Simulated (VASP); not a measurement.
# Ga2BAs3 (P6/mmm) in VASP: notebook

Ga2BAs3 is run at these levels: PBE; tasks: single point.

All numbers are computed with VASP 6.6.1; they aren't measurements. Logs are shortened: lines on timing, memory, paths and dates and some standing lists are left out, and cuts for length are marked.

**1. The cell of the first run**

Symmetry: P6/mmm, No. 191, hexagonal system. The conventional cell has a = 5.077 Å, b = 5.077 Å, c = 4.810 Å, α = 90.00°, β = 90.00°, γ = 120.00°. Within 3.2 Å of Ga (site symmetry -6m2) lie 2 As at 2.41 Å and 3 B at 2.93 Å and 3 Ga at 2.93 Å. Within 3.2 Å of B (site symmetry 6/mmm) lie 2 As at 2.41 Å and 6 Ga at 2.93 Å. Within 3.2 Å of As (site symmetry -6m2) lie 2 Ga at 2.41 Å and 6 As at 2.93 Å. As (site symmetry 6/mmm) has 2 B at 2.41 Å and 6 As at 2.93 Å within 3.2 Å.

The cell was built from a structure type or drawn by symmetry, and may not be a known phase.

**2. Single point, PBE**

INCAR reads:

```
ALGO = Normal ; EDIFF = 1E-6
ENCUT = 520 ; GGA = PE
ISIF = 2 ; ISMEAR = 0
LASPH = True ; LCHARG = False
LREAL = False ; LWAVE = False
NBANDS = 31 ; NELM = 60
PREC = Accurate ; SIGMA = 0.1
```

KPOINTS reads:

```
k-points
0
Gamma
  6 6 2
```

POSCAR reads:

```
Ga2BAs3
1.0
    5.0772526049     -0.0000000034      0.0000000000
   -2.5386262995      4.3970297390      0.0000000000
    0.0000000000      0.0000000000      4.8102661339
Ga B As
2 1 3
Direct
    0.3333333333      0.6666666667      0.0000000000
    0.6666666667      0.3333333333      0.0000000000
    0.0000000000      0.0000000000      0.0000000000
    0.3333333333      0.6666666667      0.5000000000
    0.6666666667      0.3333333333      0.5000000000
    0.0000000000      0.0000000000      0.5000000000
```

Potentials or basis: VASP PAW PBE potentials, release 64 (Ga_d, B, As).

Launch:

```console
> cat potpaw_PBE.64/Ga_d/POTCAR potpaw_PBE.64/B/POTCAR potpaw_PBE.64/As/POTCAR > POTCAR
> mpirun -np 1 vasp_std > vasp.out
```

OUTCAR:

```text
EDIFF = 1E-6
   ENCUT = 520
   GGA = PE
   ISIF = 2
   ISMEAR = 0
   LASPH = True
   LREAL = False
   NELM = 60
   PREC = Accurate

 ion  position               nearest neighbor table
   1  0.333  0.667  0.000-   4 2.41   4 2.41
   2  0.667  0.333  0.000-   5 2.41   5 2.41
   3  0.000  0.000  0.000-   6 2.41   6 2.41
   4  0.333  0.667  0.500-   1 2.41   1 2.41
   5  0.667  0.333  0.500-   2 2.41   2 2.41
   6  0.000  0.000  0.500-   3 2.41   3 2.41

  LATTYP: Found a hexagonal cell.
 ALAT       =     5.0772526049
 C/A-ratio  =     0.9474151688

  Lattice vectors:

 A1 = (   5.0772526049,  -0.0000000034,   0.0000000000)
 A2 = (  -2.5386262995,   4.3970297390,   0.0000000000)
 A3 = (   0.0000000000,   0.0000000000,   4.8102661339)

Analysis of symmetry for initial positions (statically):
=====================================================================
 Subroutine PRICEL returns:
 Original cell was already a primitive cell.

 Routine SETGRP: Setting up the symmetry group for a
 hexagonal supercell.

 Subroutine GETGRP returns: Found 24 space group operations
 (whereof 24 operations were pure point group operations)
 out of a pool of 24 trial point group operations.

The static configuration has the point symmetry D_6h.

Analysis of symmetry for dynamics (positions and initial velocities):
=====================================================================
 Subroutine PRICEL returns:
 Original cell was already a primitive cell.

 Routine SETGRP: Setting up the symmetry group for a
 hexagonal supercell.

 Subroutine GETGRP returns: Found 24 space group operations
 (whereof 24 operations were pure point group operations)
 out of a pool of 24 trial point group operations.

The dynamic configuration has the point symmetry D_6h.

 Subroutine INISYM returns: Found 24 space group operations
 (whereof 24 operations are pure point group operations),
 and found     1 'primitive' translations

----------------------------------------------------------------------------------------

                                     Primitive cell

[... 83 lines left out ...]
   LSORBIT =      F    spin-orbit coupling
   LASPH  =      T    aspherical Exc in radial PAW
   ENCUT  =  520.0 eV  38.22 Ry    6.18 a.u.   9.44  9.44  8.94*2*pi/ulx,y,z
   NELM   =     60;   NELMIN=  2; NELMDL= -5     # of ELM steps
   EDIFF  = 0.1E-05   stopping-criterion for ELM
   LREAL  =      F    real-space projection
   EDIFFG = 0.1E-04   stopping-criterion for IOM
   NSW    =      0    number of steps for IOM
   IBRION =     -1    ionic relax: 0-MD 1-quasi-New 2-CG
   NFREE  =      0    steps in history (QN), initial steepest desc. (CG)
   ISIF   =      2    stress and relaxation
   ISYM   =      2    0-nonsym 1-usesym 2-fastsym
   POTIM  = 0.5000    time-step for ionic-motion
   TEBEG  =    0.0;   TEEND  =   0.0 temperature during run
   PSTRESS=    0.0 pullay stress
   NELECT =      44.0000    total number of electrons
   NUPDOWN=      -1.0000    fix difference up-down
   EMIN   =  10.00;   EMAX   =-10.00  energy-range for DOS
   EFERMI =   0.00;   METHOD = LEGACY
   ISMEAR =     0;   SIGMA  =   0.10  broadening in eV -4-tet -1-fermi 0-gaus
   EFERMI_NEDOS =   21; number of points for ismear=-14 and -15
   IALGO  =     38    algorithm
   IMIX   =      4    mixing-type and parameters
     AMIX     =   0.40;   BMIX     =  1.00
     AMIX_MAG =   1.60;   BMIX_MAG =  1.00
  volume/ion in A,a.u.               =      17.90       120.78
  Fermi-wavevector in a.u.,A,eV,Ry     =   1.215925  2.297764 20.115840  1.478473
  Thomas-Fermi vector in A             =   2.351295
   LORBIT       =      0    0 simple, 1 ext, 2 COOP (PROOUT), +10 PAW based schemes
   GGA     = PE    functional components
   LHFCALC =     F    Hartree Fock is set to
   AEXX    =    0.0000 exact exchange contribution
   IVDW    =     0    specifies the selected vdW correction
   LEPSILON=     F    determine dielectric tensor
   LRPA    =     F    only Hartree local field effects (RPA)
 non-spin polarized calculation
 Gauss-broadening in eV      SIGMA  =   0.10
  energy-cutoff  :      520.00
  volume of cell :      107.39
 maximum number of plane-waves:      2910
 NGX is ok and might be reduce to    40
   NGX = 19   NGY = 19   NGZ = 17

 number of electron      44.0000011 magnetization

 Free energy of the ion-electron system (eV)
  ---------------------------------------------------
  ext. energy  EPLUGINS =         0.00000000
  ---------------------------------------------------
  free energy    TOTEN  =       -23.42968052 eV

  energy without entropy =      -23.41661821  energy(sigma->0) =      -23.42314936

 E-fermi :   5.6936     XC(G=0): -10.6796

 val. band max:        5.6756535622   @ k =   0.1667   0.0000   0.0000
 cond. band min:       5.7871501528   @ k =   0.3333   0.0000   0.0000
 fundamental gap:      0.1114965907
 Fermi energy:         5.6936382485

 k-point     1 :       0.0000    0.0000    0.0000
  band No.  band energies     occupation
      1      -9.7222      2.00000
      2      -9.4654      2.00000
      3      -9.3379      2.00000
      4      -9.3379      2.00000
      5      -9.3269      2.00000
      6      -9.3269      2.00000
[... 465 lines left out ...]
     30      10.2857      0.00000
     31      10.2857      0.00000

------------------------ aborting loop because EDIFF is reached ----------------------------------------

  FORCE on cell =-STRESS in cart. coord.  units (eV):
  Direction    XX          YY          ZZ          XY          YZ          ZX
  --------------------------------------------------------------------------------------
  -------------------------------------------------------------------------------------
  Total        0.1249289      0.1249289      0.0320118      0.0000000      0.0000000      0.0000000
  in kB        1.8638722      1.8638722      0.4775995      0.0000000      0.0000000      0.0000000
  external PRESSURE =       1.4017813 kB  Pullay stress =       0.0000000 kB

 VOLUME and BASIS-vectors are now :
 -----------------------------------------------------------------------------
  energy-cutoff  :      520.00
  volume of cell :      107.39
      direct lattice vectors                 reciprocal lattice vectors
     5.077252605 -0.000000003  0.000000000     0.196956913  0.113713127  0.000000000
    -2.538626300  4.397029739  0.000000000     0.000000000  0.227426254  0.000000000
     0.000000000  0.000000000  4.810266134     0.000000000  0.000000000  0.207888706

 POSITION                                       TOTAL-FORCE (eV/Angst)
 -----------------------------------------------------------------------------------
      0.00000      2.93135      0.00000        -0.000000      0.000000     -0.000000
      2.53863      1.46568      0.00000         0.000000     -0.000000     -0.000000
      0.00000      0.00000      0.00000         0.000000     -0.000000     -0.000000
      0.00000      2.93135      2.40513         0.000000      0.000000      0.000000
      2.53863      1.46568      2.40513        -0.000000     -0.000000     -0.000000
      0.00000      0.00000      2.40513         0.000000     -0.000000     -0.000000
 -----------------------------------------------------------------------------------
    total drift:                                0.000000     -0.000000      0.000000

  FREE ENERGIE OF THE ION-ELECTRON SYSTEM (eV)
  ---------------------------------------------------
  free  energy   TOTEN  =       -23.4296805194 eV

  energy  without entropy=      -23.4166182064  energy(sigma->0) =      -23.42314936
```

Wall time 70 s (1 thread of Intel Xeon 8259CL, shared host); peak memory 0.25 GiB.

What came out:

| Property | Result |
| --- | --- |
| Free energy | -23.4297 eV |
| Pressure | 0.1 GPa |
| Band gap on the k mesh | zero (bands 22 and 23 overlap by 2.64 eV) |

Caveat: the k points lie up to 0.65 Å⁻¹ apart, too coarse for converged energies and pressures of a metal.

**3. Single point, PBE**

This run uses another cell than the first one, of 20.96 Å³/atom.

INCAR reads:

```
SYSTEM = Ga2BAs3
PREC = Accurate ; ENCUT = 520
EDIFF = 1E-6 ; ISMEAR = 0
SIGMA = 0.1 ; LREAL = .FALSE.
LASPH = .TRUE. ; NELM = 60
ALGO = Normal ; ISIF = 2
LWAVE = .FALSE. ; LCHARG = .FALSE.
GGA = PE ; NBANDS = 31
```

KPOINTS reads:

```
regular mesh
0
G
  6 6 2
  0 0 0
```

POSCAR reads:

```
Ga2BAs3
1.0
    4.2770814900      0.0000000000      0.0000000000
   -2.1385407400      3.7040612200      0.0000000000
    0.0000000000      0.0000000000      7.9390512800
Ga B As
2 1 3
Direct
    0.3333333300      0.6666666700      0.0000000000
    0.6666666700      0.3333333300      0.0000000000
    0.0000000000      0.0000000000      0.0000000000
    0.3333333300      0.6666666700      0.5000000000
    0.6666666700      0.3333333300      0.5000000000
    0.0000000000      0.0000000000      0.5000000000
```

Potentials or basis: VASP PAW PBE potentials, release 64 (Ga_d, B, As).

Launch:

```console
> cat potpaw_PBE.64/Ga_d/POTCAR potpaw_PBE.64/B/POTCAR potpaw_PBE.64/As/POTCAR > POTCAR
> mpirun -np 1 vasp_std > vasp.out
```

OUTCAR:

```text
SYSTEM = Ga2BAs3
   PREC = Accurate
   ENCUT = 520
   EDIFF = 1E-6
   ISMEAR = 0
   LREAL = .FALSE.
   LASPH = .TRUE.
   NELM = 60
   ISIF = 2
   GGA = PE

 ion  position               nearest neighbor table
   1  0.333  0.667  0.000-   2 2.47   3 2.47   2 2.47   3 2.47   3 2.47   2 2.47
   2  0.667  0.333  0.000-   1 2.47   3 2.47   1 2.47   3 2.47   3 2.47   1 2.47
   3  0.000  0.000  0.000-   1 2.47   2 2.47   1 2.47   2 2.47   2 2.47   1 2.47
   4  0.333  0.667  0.500-   5 2.47   6 2.47   5 2.47   6 2.47   6 2.47   5 2.47
   5  0.667  0.333  0.500-   4 2.47   6 2.47   4 2.47   6 2.47   6 2.47   4 2.47
   6  0.000  0.000  0.500-   4 2.47   5 2.47   4 2.47   5 2.47   5 2.47   4 2.47

  LATTYP: Found a hexagonal cell.
 ALAT       =     4.2770814900
 C/A-ratio  =     1.8561842459

  Lattice vectors:

 A1 = (   4.2770814900,   0.0000000000,   0.0000000000)
 A2 = (  -2.1385407400,   3.7040612200,   0.0000000000)
 A3 = (   0.0000000000,   0.0000000000,   7.9390512800)

Analysis of symmetry for initial positions (statically):
=====================================================================
 Subroutine PRICEL returns:
 Original cell was already a primitive cell.

 Routine SETGRP: Setting up the symmetry group for a
 hexagonal supercell.

 Subroutine GETGRP returns: Found 24 space group operations
 (whereof 24 operations were pure point group operations)
 out of a pool of 24 trial point group operations.

The static configuration has the point symmetry D_6h.

Analysis of symmetry for dynamics (positions and initial velocities):
=====================================================================
 Subroutine PRICEL returns:
 Original cell was already a primitive cell.

 Routine SETGRP: Setting up the symmetry group for a
 hexagonal supercell.

 Subroutine GETGRP returns: Found 24 space group operations
 (whereof 24 operations were pure point group operations)
 out of a pool of 24 trial point group operations.

The dynamic configuration has the point symmetry D_6h.

[... 118 lines left out ...]
  Thomas-Fermi vector in A             =   2.290170
   LORBIT       =      0    0 simple, 1 ext, 2 COOP (PROOUT), +10 PAW based schemes
   GGA     = PE    functional components
   LHFCALC =     F    Hartree Fock is set to
   AEXX    =    0.0000 exact exchange contribution
   IVDW    =     0    specifies the selected vdW correction
   LEPSILON=     F    determine dielectric tensor
   LRPA    =     F    only Hartree local field effects (RPA)
 non-spin polarized calculation
 Gauss-broadening in eV      SIGMA  =   0.10
  energy-cutoff  :      520.00
  volume of cell :      125.77
 maximum number of plane-waves:      3408
 NGX is ok and might be reduce to    32
   NGX = 15   NGY = 15   NGZ = 29

 number of electron      44.0000006 magnetization

 Free energy of the ion-electron system (eV)
  ---------------------------------------------------
  ext. energy  EPLUGINS =         0.00000000
  ---------------------------------------------------
  free energy    TOTEN  =       -19.02017384 eV

  energy without entropy =      -18.98361795  energy(sigma->0) =      -19.00189589

 E-fermi :   4.2476     XC(G=0):  -9.5493

 val. band max:        4.2307740385   @ k =   0.3333   0.1667   0.0000
 cond. band min:       4.2519945903   @ k =   0.3333   0.1667   0.0000
 fundamental gap:      0.0212205518
 Fermi energy:         4.2476227716

 k-point     1 :       0.0000    0.0000    0.0000
  band No.  band energies     occupation
      1     -12.5185      2.00000
      2     -11.4049      2.00000
      3     -11.2247      2.00000
      4     -11.2247      2.00000
      5     -11.2074      2.00000
      6     -11.2074      2.00000
[... 465 lines left out ...]
     30      10.9375      0.00000
     31      10.9384      0.00000

------------------------ aborting loop because EDIFF is reached ----------------------------------------

  FORCE on cell =-STRESS in cart. coord.  units (eV):
  Direction    XX          YY          ZZ          XY          YZ          ZX
  --------------------------------------------------------------------------------------
  -------------------------------------------------------------------------------------
  Total       16.7185132     16.7185132     -1.8057010      0.0000000      0.0000000      0.0000000
  in kB      212.9678016    212.9678011    -23.0018166      0.0000003      0.0000000      0.0000000
  external PRESSURE =     134.3112620 kB  Pullay stress =       0.0000000 kB

 VOLUME and BASIS-vectors are now :
 -----------------------------------------------------------------------------
  energy-cutoff  :      520.00
  volume of cell :      125.77
      direct lattice vectors                 reciprocal lattice vectors
     4.277081490  0.000000000  0.000000000     0.233804290  0.134986969  0.000000000
    -2.138540740  3.704061220  0.000000000     0.000000000  0.269973940  0.000000000
     0.000000000  0.000000000  7.939051280     0.000000000  0.000000000  0.125959635

 POSITION                                       TOTAL-FORCE (eV/Angst)
 -----------------------------------------------------------------------------------
     -0.00000      2.46937      0.00000         0.000000     -0.000000      0.000000
      2.13854      1.23469      0.00000        -0.000000      0.000000      0.000000
      0.00000      0.00000      0.00000         0.000000     -0.000000      0.000000
     -0.00000      2.46937      3.96953        -0.000000      0.000000      0.000000
      2.13854      1.23469      3.96953         0.000000      0.000000      0.000000
      0.00000      0.00000      3.96953         0.000000     -0.000000      0.000000
 -----------------------------------------------------------------------------------
    total drift:                               -0.000000      0.000000      0.000000

  FREE ENERGIE OF THE ION-ELECTRON SYSTEM (eV)
  ---------------------------------------------------
  free  energy   TOTEN  =       -19.0201738375 eV

  energy  without entropy=      -18.9836179497  energy(sigma->0) =      -19.00189589
```

OSZICAR:

```text
N       E                     dE             d eps       ncg     rms          rms(c)
DAV:   1     0.334167641780E+03    0.33417E+03   -0.19668E+04   889   0.185E+03
DAV:   2     0.241573118257E+02   -0.31001E+03   -0.29703E+03   943   0.475E+02
DAV:   3    -0.179687191115E+02   -0.42126E+02   -0.40019E+02  1047   0.127E+02
DAV:   4    -0.197733812311E+02   -0.18047E+01   -0.17827E+01  1053   0.278E+01
DAV:   5    -0.198202193622E+02   -0.46838E-01   -0.46769E-01  1033   0.410E+00    0.707E+00
DAV:   6    -0.194570467946E+02    0.36317E+00   -0.83303E+00  1174   0.828E+00    0.433E+00
DAV:   7    -0.190644401194E+02    0.39261E+00   -0.69308E-01   967   0.295E+00    0.285E+00
DAV:   8    -0.190268312405E+02    0.37609E-01   -0.12648E-01  1125   0.182E+00    0.953E-01
DAV:   9    -0.190202101262E+02    0.66211E-02   -0.23597E-02  1051   0.872E-01    0.141E-01
DAV:  10    -0.190201920746E+02    0.18052E-04   -0.35417E-03  1046   0.342E-01    0.794E-02
DAV:  11    -0.190204293468E+02   -0.23727E-03   -0.18210E-03  1051   0.125E-01    0.745E-02
DAV:  12    -0.190201985547E+02    0.23079E-03   -0.94239E-04  1022   0.713E-02    0.238E-02
DAV:  13    -0.190201720164E+02    0.26538E-04   -0.94412E-05   984   0.286E-02    0.864E-03
DAV:  14    -0.190201762488E+02   -0.42324E-05   -0.13188E-05   998   0.157E-02    0.738E-03
DAV:  15    -0.190201739291E+02    0.23198E-05   -0.36816E-06   799   0.725E-03    0.164E-03
DAV:  16    -0.190201738375E+02    0.91514E-07   -0.51989E-07   609   0.308E-03
   1 F= -.19020174E+02 E0= -.19001896E+02  d E =-.365559E-01
```

stdout:

```text
POSCAR found type information on POSCAR GaB As
 POSCAR found :  3 types and       6 ions
 scaLAPACK will be used
 LDA part: xc-table for (Slater+PW92), standard interpolation
 POSCAR, INCAR and KPOINTS ok, starting setup
 FFT: planning ... GRIDC
 FFT: planning ... GRID_SOFT
 FFT: planning ... GRID
 WAVECAR not read
 entering main loop
```

Run time: 3.2 min. Hardware: 1 thread of Intel Xeon 8259CL, shared host; peak memory 0.25 GiB.

Results:

```yaml
Free_energy: -19.0202 eV
Pressure: 13.4 GPa
Band_gap_on_the_k_mesh: zero (bands 22 and 23 overlap by 1.92 eV)
```

Caveat: the k points lie up to 0.40 Å⁻¹ apart, too coarse for converged energies and pressures of a metal.

(Continued in part 2 of 2.)
